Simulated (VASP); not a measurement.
Input of a VASP 6.6.1 run:

POSCAR

```
InSb3
1.0
    4.7905259581      0.0000000000      0.0000000000
    0.0000000000      4.7905259581      0.0000000000
    0.0000000000      0.0000000000      4.7905259581
In Sb
1 3
Direct
   -0.0442815750     -0.0442815750      0.0000000000
    0.5000000000      0.0000000000      0.5000000000
    0.0000000000      0.5000000000      0.5000000000
    0.5000000000      0.5000000000      0.0000000000
```

File INCAR.step1:

```
ALGO = Normal
EDIFF = 1E-5
ENCUT = 550
GGA = PE
GGA_COMPAT = False
ISMEAR = 0
LASPH = True
LCHARG = False
LREAL = False
LWAVE = True
NBANDS = 22
NELM = 120
PREC = Accurate
SIGMA = 0.15
```

File INCAR.step2:

```
ALGO = Normal
EDIFF = 1E-6
ENCUT = 550
GGA_COMPAT = False
ISIF = 2
ISMEAR = 0
ISTART = 1
LASPH = True
LCHARG = False
LMIXTAU = True
LREAL = False
LWAVE = False
METAGGA = R2SCAN
NBANDS = 22
NELM = 120
PREC = Accurate
SIGMA = 0.15
```

Contents of KPOINTS:

```
k-points
0
Gamma
  10 10 10
```

Potentials or basis: VASP PAW PBE potentials, release 64 (In_d, Sb).

The run is started by

```sh
$ cat potpaw_PBE.64/In_d/POTCAR potpaw_PBE.64/Sb/POTCAR > POTCAR
$ cp INCAR.step1 INCAR
$ mpirun -np 1 vasp_std > vasp.out
$ cp INCAR.step2 INCAR
$ mpirun -np 1 vasp_std > vasp.out
```

**Question.** What does it give for the band gap on the k mesh?

**Answer.** Zero (band 14 reaches 11.60 eV, above the bottom of band 15 at 6.63 eV).

**Question.** Estimate the pressure.

**Answer.** 0.5 GPa.

**Question.** Estimate the largest force.

**Answer.** 0.383 eV/Å.

Forces on the atoms (eV/Å):
```
In   0.265  0.265  0.000
Sb  -0.197  0.203  0.000
Sb   0.203 -0.197  0.000
Sb  -0.271 -0.271  0.000
```

Caveat: the cell differs from its parent crystal (all In atoms moved -0.300 Å, as atom 1 along Cartesian [1 1 0]); the PAW data sets were made with another functional, which shifts forces and pressure a little; spin-orbit coupling is left out, which moves the levels of the heavy elements.
